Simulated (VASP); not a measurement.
# Ta2N in VASP: further runs, part 3 of 3

VASP 6.6.1.

### Step 5. Single point, PBEsol (the cell strained at random)

Contents of INCAR:

```
ALGO = Normal ; EDIFF = 1E-6
ENCUT = 520 ; GGA = PS
ISIF = 2 ; ISMEAR = 0
LASPH = T ; LCHARG = T
LELF = T ; LREAL = F
LVHAR = T ; LWAVE = F
NBANDS = 20 ; NELM = 100
PREC = Accurate ; SIGMA = 0.05
```

Contents of KPOINTS:

```
k-points
0
Gamma
  8 7 4
```

Contents of POSCAR:

```
Ta2N
1.0
    3.1287420000     -0.0111730000      0.0104180000
   -1.5740480000      2.7263560000      0.0248270000
    0.0162980000      0.0542570000      4.8014040000
Ta N
2 1
Direct
    0.3333333333      0.6666666667      0.2547110000
    0.6666666667      0.3333333333      0.7452890000
    0.0000000000      0.0000000000      0.0000000000
```

Potentials or basis: VASP PAW PBE potentials, release 64 (Ta_pv, N).

Run with:

```sh
cat potpaw_PBE.64/Ta_pv/POTCAR potpaw_PBE.64/N/POTCAR > POTCAR
mpirun -np 1 vasp_std > vasp.out
```

OUTCAR:

```text
EDIFF = 1E-6
   ENCUT = 520
   GGA = PS
   ISIF = 2
   ISMEAR = 0
   LASPH = T
   LREAL = F
   NELM = 100
   PREC = Accurate

 ion  position               nearest neighbor table
   1  0.333  0.667  0.255-   3 2.16   3 2.18   3 2.21   2 2.94   2 2.97   2 3.01   2 3.01   2 3.05
                             2 3.06
   2  0.667  0.333  0.745-   3 2.16   3 2.18   3 2.21   1 2.94   1 2.97   1 3.01   1 3.01   1 3.05
                             1 3.06
   3  0.000  0.000  0.000-   2 2.16   1 2.16   2 2.18   1 2.18   2 2.21   1 2.21

  LATTYP: Found a triclinic cell.
 ALAT       =     3.1289829605
 B/A-ratio  =     0.9999349098
 C/A-ratio  =     1.5346003058
 COS(alpha) =     0.0066832976
 COS(beta)  =     0.0227548519
 COS(gamma) =     0.4938016006

  Lattice vectors:

 A1 = (  -1.5546940000,  -2.7151830000,  -0.0352450000)
 A2 = (  -3.1287420000,   0.0111730000,  -0.0104180000)
 A3 = (  -0.0162980000,  -0.0542570000,  -4.8014040000)

Analysis of symmetry for initial positions (statically):
=====================================================================
 Subroutine PRICEL returns:
 Original cell was already a primitive cell.

 Routine SETGRP: Setting up the symmetry group for a
 triclinic supercell.

 Subroutine GETGRP returns: Found  2 space group operations
 (whereof  2 operations were pure point group operations)
 out of a pool of  2 trial point group operations.

The static configuration has the point symmetry S_2 .

Analysis of symmetry for dynamics (positions and initial velocities):
=====================================================================
 Subroutine PRICEL returns:
 Original cell was already a primitive cell.

 Routine SETGRP: Setting up the symmetry group for a
 triclinic supercell.

 Subroutine GETGRP returns: Found  2 space group operations
 (whereof  2 operations were pure point group operations)
[... 120 lines left out ...]
   EFERMI_NEDOS =   21; number of points for ismear=-14 and -15
   IALGO  =     38    algorithm
   IMIX   =      4    mixing-type and parameters
     AMIX     =   0.40;   BMIX     =  1.00
     AMIX_MAG =   1.60;   BMIX_MAG =  1.00
  volume/ion in A,a.u.               =      13.62        91.93
  Fermi-wavevector in a.u.,A,eV,Ry     =   1.425852  2.694469 27.661373  2.033054
  Thomas-Fermi vector in A             =   2.546192
   LORBIT       =      0    0 simple, 1 ext, 2 COOP (PROOUT), +10 PAW based schemes
   GGA     = PS    functional components
   LHFCALC =     F    Hartree Fock is set to
   AEXX    =    0.0000 exact exchange contribution
   IVDW    =     0    specifies the selected vdW correction
   LEPSILON=     F    determine dielectric tensor
   LRPA    =     F    only Hartree local field effects (RPA)
 non-spin polarized calculation
 Gauss-broadening in eV      SIGMA  =   0.05
  energy-cutoff  :      520.00
  volume of cell :       40.87
 maximum number of plane-waves:      1111
   NGX = 11   NGY = 11   NGZ = 17

 number of electron      26.9999997 magnetization

 Free energy of the ion-electron system (eV)
  ---------------------------------------------------
  ext. energy  EPLUGINS =         0.00000000
  ---------------------------------------------------
  free energy    TOTEN  =       -36.43583072 eV

  energy without entropy =      -36.43444647  energy(sigma->0) =      -36.43513860

 E-fermi :   7.2903     XC(G=0): -12.9739

 val. band max:        7.2800782942   @ k =  -0.3750  -0.1429   0.2500
 cond. band min:       7.3073745732   @ k =  -0.2500   0.2857   0.5000
 fundamental gap:      0.0272962789
 Fermi energy:         7.2902830304

 k-point     1 :       0.0000    0.0000    0.0000
  band No.  band energies     occupation
      1     -28.3381      2.00000
      2     -27.6356      2.00000
      3     -27.6288      2.00000
      4     -27.4952      2.00000
      5     -27.4888      2.00000
      6     -27.3341      2.00000
[... 541 lines left out ...]
     19      11.4699      0.00000
     20      13.7471      0.00000

 [... further k-points ...]

------------------------ aborting loop because EDIFF is reached ----------------------------------------

  FORCE on cell =-STRESS in cart. coord.  units (eV):
  Direction    XX          YY          ZZ          XY          YZ          ZX
  --------------------------------------------------------------------------------------
  -------------------------------------------------------------------------------------
  Total       -2.0220608     -2.9253954     -1.4748998      0.2770932     -0.8621008     -0.3271014
  in kB      -79.2756410   -114.6912084    -57.8239900     10.8635408    -33.7989814    -12.8241306
  external PRESSURE =     -83.9302798 kB  Pullay stress =       0.0000000 kB

 VOLUME and BASIS-vectors are now :
 -----------------------------------------------------------------------------
  energy-cutoff  :      520.00
  volume of cell :       40.87
      direct lattice vectors                 reciprocal lattice vectors
     3.128742000 -0.011173000  0.010418000     0.320288314  0.184945788 -0.003177125
    -1.574048000  2.726356000  0.024827000     0.001326554  0.367593704 -0.004158399
     0.016298000  0.054257000  4.801404000    -0.000701815 -0.002302038  0.208300809

 POSITION                                       TOTAL-FORCE (eV/Angst)
 -----------------------------------------------------------------------------------
     -0.00230      1.82767      1.24299         0.012066     -0.036421     -0.454625
      1.57329      0.94177      3.59365        -0.012066      0.036421      0.454625
      0.00000      0.00000      0.00000         0.000000      0.000000      0.000000
 -----------------------------------------------------------------------------------
    total drift:                               -0.000000      0.000000      0.000000

  FREE ENERGIE OF THE ION-ELECTRON SYSTEM (eV)
  ---------------------------------------------------
  free  energy   TOTEN  =       -36.4358307235 eV

  energy  without entropy=      -36.4344464746  energy(sigma->0) =      -36.43513860
```

OSZICAR:

```text
N       E                     dE             d eps       ncg     rms          rms(c)
DAV:   1     0.211065076482E+03    0.21107E+03   -0.15002E+04  4576   0.139E+03
DAV:   2    -0.300555614707E+02   -0.24112E+03   -0.23483E+03  5152   0.396E+02
DAV:   3    -0.394050447164E+02   -0.93495E+01   -0.92014E+01  5828   0.707E+01
DAV:   4    -0.395243242607E+02   -0.11928E+00   -0.11870E+00  5664   0.767E+00
DAV:   5    -0.395257186867E+02   -0.13944E-02   -0.13934E-02  5644   0.669E-01    0.266E+01
DAV:   6    -0.368296610054E+02    0.26961E+01   -0.14519E+01  6020   0.238E+01    0.126E+01
DAV:   7    -0.365044594198E+02    0.32520E+00   -0.16489E+00  5168   0.808E+00    0.666E+00
DAV:   8    -0.364401010695E+02    0.64358E-01   -0.28968E-01  5356   0.406E+00    0.399E-01
DAV:   9    -0.364363943532E+02    0.37067E-02   -0.25561E-02  5764   0.101E+00    0.247E-01
DAV:  10    -0.364359562639E+02    0.43809E-03   -0.43441E-03  5852   0.517E-01    0.754E-02
DAV:  11    -0.364358505756E+02    0.10569E-03   -0.11057E-03  5344   0.192E-01    0.345E-02
DAV:  12    -0.364358307647E+02    0.19811E-04   -0.99884E-05  5268   0.679E-02    0.801E-03
DAV:  13    -0.364358310221E+02   -0.25735E-06   -0.12312E-05  5768   0.204E-02    0.354E-03
DAV:  14    -0.364358307235E+02    0.29854E-06   -0.10477E-06  2804   0.777E-03
   1 F= -.36435831E+02 E0= -.36435139E+02  d E =-.138425E-02
```

stdout:

```text
POSCAR found type information on POSCAR TaN
 POSCAR found :  2 types and       3 ions
 scaLAPACK will be used
 -----------------------------------------------------------------------------
|                                                                             |
|                                                                             |
|     You enforced a specific xc type in the INCAR file but a different       |
|     I HOPE YOU KNOW WHAT YOU ARE DOING!                                     |
|                                                                             |
 -----------------------------------------------------------------------------

 LDA part: xc-table for (Slater+PW92), standard interpolation
 POSCAR, INCAR and KPOINTS ok, starting setup
 FFT: planning ... GRIDC
 FFT: planning ... GRID_SOFT
 FFT: planning ... GRID
 WAVECAR not read
 entering main loop
```

Wall time 2.1 min (1 thread of Intel Xeon 8259CL, shared host); peak memory 0.22 GiB.

What came out:

```
Free energy            : -36.4358 eV
Pressure               : -8.4 GPa
Largest force          : 0.456 eV/Å
Band gap on the k mesh : zero (an odd number of electrons rules out a gap without spin polarisation)
```

Forces in eV/Å, atoms in the order of the input:
```
Ta   0.012 -0.036 -0.455
Ta  -0.012  0.036  0.455
N    0.000  0.000  0.000
```

Stress tensor (GPa, compression positive):
```
 -7.93   1.09  -1.28
  1.09 -11.47  -3.38
 -1.28  -3.38  -5.78
```

Levels at points of the mesh, in eV from the Fermi level:
```csv
k point,band 11,band 12,band 13,band 14,band 15,band 16,band 17,band 18
"(0.00, 0.00, 0.00)",-4.88,-0.50,-0.31,-0.17,0.11,0.15,0.32,1.12
"(0.50, 0.00, 0.00)",-4.53,-2.59,-1.46,1.66,1.96,3.63,3.91,4.09
"(0.00, 0.00, 0.50)",-2.70,-2.51,-1.27,-1.15,1.71,1.88,2.22,2.49
"(0.50, 0.00, 0.50)",-3.23,-2.13,-2.05,-0.21,0.64,3.16,3.35,3.84
```

Caveat: the cell differs from its parent crystal (the cell strained at random); the stress differs along the axes, from -11 to -6 GPa; the PAW data sets were made with another functional, which shifts forces and pressure a little; spin-orbit coupling is left out, which moves the levels of the heavy elements.

### Step 6. Single point, PBE0

This run uses another cell than the first one, of 13.32 Å³/atom.

Contents of POSCAR:

```
Ta2N
1.0
    3.0907024588      0.0000000000      0.0000000000
   -1.5453512294      2.6766268449      0.0000000000
    0.0000000000      0.0000000000      4.8309383551
Ta N
2 1
Direct
    0.3333333333      0.6666666667      0.2511831202
    0.6666666667      0.3333333333      0.7488168798
    0.0000000000      0.0000000000      0.0000000000
```

Contents of INCAR.step1:

```
SYSTEM = Ta2N
PREC     = Accurate       ! precision mode
ENCUT    = 520            ! plane-wave cutoff, eV
EDIFF    = 1E-5           ! SCF threshold, eV
ISMEAR   = -1             ! smearing method
SIGMA    = 0.05           ! smearing width, eV
LREAL    = .False.        ! projectors in reciprocal space
LASPH    = .True.         ! aspherical terms in the spheres
NELM     = 60             ! most SCF steps
ALGO     = Normal         ! electronic algorithm
ISIF     = 2              ! what is computed and relaxed
LWAVE    = .True.         ! write WAVECAR
LCHARG   = .False.        ! write CHGCAR
NBANDS   = 20             ! bands
GGA      = PE             ! functional
```

Contents of INCAR.step2:

```
SYSTEM = Ta2N
PREC     = Accurate       ! precision mode
ENCUT    = 520            ! plane-wave cutoff, eV
EDIFF    = 1E-6           ! SCF threshold, eV
ISMEAR   = -1             ! smearing method
SIGMA    = 0.05           ! smearing width, eV
LREAL    = .False.        ! projectors in reciprocal space
LASPH    = .True.         ! aspherical terms in the spheres
NELM     = 60             ! most SCF steps
ALGO     = Normal         ! electronic algorithm
ISIF     = 2              ! what is computed and relaxed
LWAVE    = .False.        ! write WAVECAR
LCHARG   = .False.        ! write CHGCAR
GGA      = PE             ! functional
LHFCALC  = .True.         ! exact exchange
AEXX     = 0.25           ! exact-exchange fraction
PRECFOCK = Normal       
NBANDS   = 20             ! bands
ISTART   = 1
```

Contents of KPOINTS:

```
regular mesh
0
Gamma
  6 6 4
  0 0 0
```

Potentials or basis: VASP PAW PBE potentials, release 64 (Ta_pv, N).

Run with:

```sh
cat potpaw_PBE.64/Ta_pv/POTCAR potpaw_PBE.64/N/POTCAR > POTCAR
cp INCAR.step1 INCAR
mpirun -np 1 vasp_std > vasp.out
cp INCAR.step2 INCAR
mpirun -np 1 vasp_std > vasp.out
```

OUTCAR:

```text
SYSTEM = Ta2N
   PREC = Accurate
   ENCUT = 520
   EDIFF = 1E-6
   ISMEAR = -1
   LREAL = .False.
   LASPH = .True.
   NELM = 60
   ISIF = 2
   GGA = PE
   LHFCALC = .True.
   AEXX = 0.25
   PRECFOCK = Normal
   ISTART = 1

 ion  position               nearest neighbor table
   1  0.333  0.667  0.251-   3 2.16   3 2.16   3 2.16   2 2.99   2 2.99   2 2.99   2 3.01   2 3.01
                             2 3.01
   2  0.667  0.333  0.749-   3 2.16   3 2.16   3 2.16   1 2.99   1 2.99   1 2.99   1 3.01   1 3.01
                             1 3.01
   3  0.000  0.000  0.000-   1 2.16   2 2.16   2 2.16   1 2.16   2 2.16   1 2.16

  LATTYP: Found a hexagonal cell.
 ALAT       =     3.0907024588
 C/A-ratio  =     1.5630551370

  Lattice vectors:

 A1 = (   3.0907024588,   0.0000000000,   0.0000000000)
 A2 = (  -1.5453512294,   2.6766268449,   0.0000000000)
 A3 = (   0.0000000000,   0.0000000000,   4.8309383551)

Analysis of symmetry for initial positions (statically):
=====================================================================
 Subroutine PRICEL returns:
 Original cell was already a primitive cell.
[... 175 lines left out ...]
  free energy    TOTEN  =       -42.88462608 eV

  energy without entropy =      -42.88269990  energy(sigma->0) =      -42.88366299

 E-fermi :   7.7480     XC(G=0): -10.1750

 val. band max:        7.6669609385   @ k =   0.1667   0.0000   0.2500
 cond. band min:       8.2637037773   @ k =   0.1667   0.1667   0.0000
 fundamental gap:      0.5967428388
 Fermi energy:         7.7480463463

 k-point     1 :       0.0000    0.0000    0.0000
  band No.  band energies     occupation
      1     -31.1684      2.00000
      2     -30.2334      2.00000
      3     -30.2334      2.00000
      4     -30.0924      2.00000
      5     -30.0924      2.00000
      6     -29.9705      2.00000
[... 541 lines left out ...]
     19      14.6293      0.00000
     20      14.6946      0.00000

------------------------ aborting loop because EDIFF is reached ----------------------------------------

  FORCE on cell =-STRESS in cart. coord.  units (eV):
  Direction    XX          YY          ZZ          XY          YZ          ZX
  --------------------------------------------------------------------------------------
  -------------------------------------------------------------------------------------
  Total       -0.2073576     -0.2073576     -0.2576594      0.0000000      0.0000000      0.0000000
  in kB       -8.3129275     -8.3129275    -10.3295183      0.0000000      0.0000000      0.0000000
  external PRESSURE =      -8.9851245 kB  Pullay stress =       0.0000000 kB

 VOLUME and BASIS-vectors are now :
 -----------------------------------------------------------------------------
  energy-cutoff  :      520.00
  volume of cell :       39.96
      direct lattice vectors                 reciprocal lattice vectors
     3.090702459  0.000000000  0.000000000     0.323551042  0.186802281  0.000000000
    -1.545351229  2.676626845  0.000000000     0.000000000  0.373604562  0.000000000
     0.000000000  0.000000000  4.830938355     0.000000000  0.000000000  0.206999122

 POSITION                                       TOTAL-FORCE (eV/Angst)
 -----------------------------------------------------------------------------------
     -0.00000      1.78442      1.21345        -0.000000     -0.000000      0.044330
      1.54535      0.89221      3.61749         0.000000      0.000000     -0.044330
      0.00000      0.00000      0.00000         0.000000      0.000000      0.000000
 -----------------------------------------------------------------------------------
    total drift:                               -0.000000     -0.000000     -0.000000

  FREE ENERGIE OF THE ION-ELECTRON SYSTEM (eV)
  ---------------------------------------------------
  free  energy   TOTEN  =       -42.8846260781 eV

  energy  without entropy=      -42.8826999034  energy(sigma->0) =      -42.88366299
```

OUTCAR.step1:

```text
SYSTEM = Ta2N
   PREC = Accurate
   ENCUT = 520
   EDIFF = 1E-5
   ISMEAR = -1
   LREAL = .False.
   LASPH = .True.
[... 776 lines left out ...]
     -0.00000      1.78442      1.21345         0.000000     -0.000000      0.406067
      1.54535      0.89221      3.61749        -0.000000      0.000000     -0.406067
      0.00000      0.00000      0.00000        -0.000000      0.000000      0.000000
 -----------------------------------------------------------------------------------
    total drift:                                0.000000     -0.000000      0.000000

  FREE ENERGIE OF THE ION-ELECTRON SYSTEM (eV)
  ---------------------------------------------------
  free  energy   TOTEN  =       -34.3598113190 eV

  energy  without entropy=      -34.3510117457  energy(sigma->0) =      -34.35541153
```

OSZICAR.step1:

```text
N       E                     dE             d eps       ncg     rms          rms(c)
DAV:   1     0.210559143923E+03    0.21056E+03   -0.15151E+04   960   0.139E+03
DAV:   2    -0.284395214447E+02   -0.23900E+03   -0.23258E+03  1100   0.394E+02
DAV:   3    -0.375131943332E+02   -0.90737E+01   -0.89264E+01  1216   0.692E+01
DAV:   4    -0.376354146098E+02   -0.12222E+00   -0.12168E+00  1152   0.760E+00
DAV:   5    -0.376367090199E+02   -0.12944E-02   -0.12939E-02  1192   0.673E-01    0.278E+01
DAV:   6    -0.347139128226E+02    0.29228E+01   -0.16037E+01  1244   0.254E+01    0.131E+01
DAV:   7    -0.344156353289E+02    0.29828E+00   -0.16317E+00  1088   0.828E+00    0.711E+00
DAV:   8    -0.343650447031E+02    0.50591E-01   -0.26533E-01  1100   0.397E+00    0.450E-01
DAV:   9    -0.343602105611E+02    0.48341E-02   -0.33458E-02  1148   0.112E+00    0.254E-01
DAV:  10    -0.343599533722E+02    0.25719E-03   -0.53494E-03  1216   0.571E-01    0.782E-02
DAV:  11    -0.343598197344E+02    0.13364E-03   -0.10631E-03  1112   0.193E-01    0.279E-02
DAV:  12    -0.343598113190E+02    0.84154E-05   -0.75563E-05  1076   0.634E-02
   1 F= -.34359811E+02 E0= -.34355412E+02  d E =-.879957E-02
```

Run time: 1.5 h. Hardware: 1 thread of Intel Xeon Platinum 8259CL at 2.50GHz (Skylake/Cascade Lake), shared host; peak memory 0.19 GiB.

Results:

* Free energy: -42.8846 eV
* Pressure: -0.9 GPa
* Largest force: 0.044 eV/Å
* Band gap on the k mesh: zero (an odd number of electrons rules out a gap without spin polarisation)

Forces in eV/Å, atoms in the order of the input:
```
Ta   0.000  0.000  0.044
Ta   0.000  0.000 -0.044
N    0.000  0.000  0.000
```

Stress tensor (GPa, compression positive):
```
-0.83  0.00  0.00
 0.00 -0.83  0.00
 0.00  0.00 -1.03
```

Levels at points of the mesh, in eV from the Fermi level:
```tsv
k point	band 10	band 11	band 12	band 13	band 14	band 15	band 16	band 17
(0.00, 0.00, 0.00)	-7.80	-6.34	-0.95	-0.57	-0.57	0.61	0.76	0.76
(0.50, 0.00, 0.00)	-8.11	-5.79	-3.75	-2.40	2.68	2.68	4.66	4.97
(0.00, 0.00, 0.50)	-7.98	-3.89	-3.68	-1.79	-1.79	2.50	2.62	3.05
(0.50, 0.00, 0.50)	-7.84	-4.37	-3.24	-3.07	-0.43	1.44	4.21	4.37
```

Caveat: the k points lie up to 0.39 Å⁻¹ apart, too coarse for converged energies and pressures of a metal; the PAW data sets were made with another functional, which shifts forces and pressure a little; spin-orbit coupling is left out, which moves the levels of the heavy elements.

### Step 7. Overview

| level | potentials or basis | spin | cell | k mesh | cutoff (eV) | smearing | grid for exact exchange (PRECFOCK) | share of exact exchange | gap on the mesh (eV) | pressure (GPa) | largest force (eV/Å) |
| --- | --- | --- | --- | --- | --- | --- | --- | --- | --- | --- | --- |
| r2SCAN50 | VASP PAW PBE potentials, release 64 (Ta_pv, N) | off | a = 3.113, b = 3.113, c = 4.870 Å, angles 90.0, 90.0, 120.0°, 3 atoms, atomic positions A | 5 × 5 × 3 | 520 | fermi-dirac 0.05 eV | Normal | 0.5 | none | -15.4 | 1.01 |
| LDA | VASP PAW LDA potentials, release 64 (Ta_sv_GW, N) | off | a = 3.113, b = 3.113, c = 4.870 Å, angles 90.0, 90.0, 120.0°, 3 atoms, atomic positions B | 8 × 8 × 5 | 520 | methfessel-paxton 0.1 eV | - | - | none | -12.8 | 0.79 |
| b88 exchange, pbe correlation | VASP PAW PBE potentials, release 64 (Ta_pv, N) | non-collinear, zero start, SOC | a = 3.154, b = 3.154, c = 4.934 Å, angles 90.0, 90.0, 120.0°, 3 atoms, atomic positions A | 10 × 10 × 6 | 600 | fermi-dirac 0.01 eV | - | - | - | -10.8 | 0.15 |
| PBEsol | VASP PAW PBE potentials, release 64 (Ta_pv, N) | off | a = 3.129, b = 3.148, c = 4.802 Å, angles 89.1, 89.6, 120.2°, 3 atoms, atomic positions A | 8 × 7 × 4 | 520 | gaussian 0.05 eV | - | - | none | -8.4 | 0.46 |
| PBE0 | VASP PAW PBE potentials, release 64 (Ta_pv, N) | off | a = 3.091, b = 3.091, c = 4.831 Å, angles 90.0, 90.0, 120.0°, 3 atoms, atomic positions C | 6 × 6 × 4 | 520 | fermi-dirac 0.05 eV | Normal | 0.25 | none | -0.9 | 0.04 |

Alike in all rows: task single point.

Caveats: some runs use coarse meshes; the PAW data sets were made with another functional, which shifts forces and pressure a little (at least some runs); spin-orbit coupling is left out, which moves the levels of the heavy elements (at least some runs); the cell stands under tension (at least some runs); the stress differs along the axes, from -11 to -6 GPa (at least some runs).

Absolute energies hang on the potentials; compare differences alone.

The gap in the log of VASP goes by the Fermi energy; the results here count the filled bands.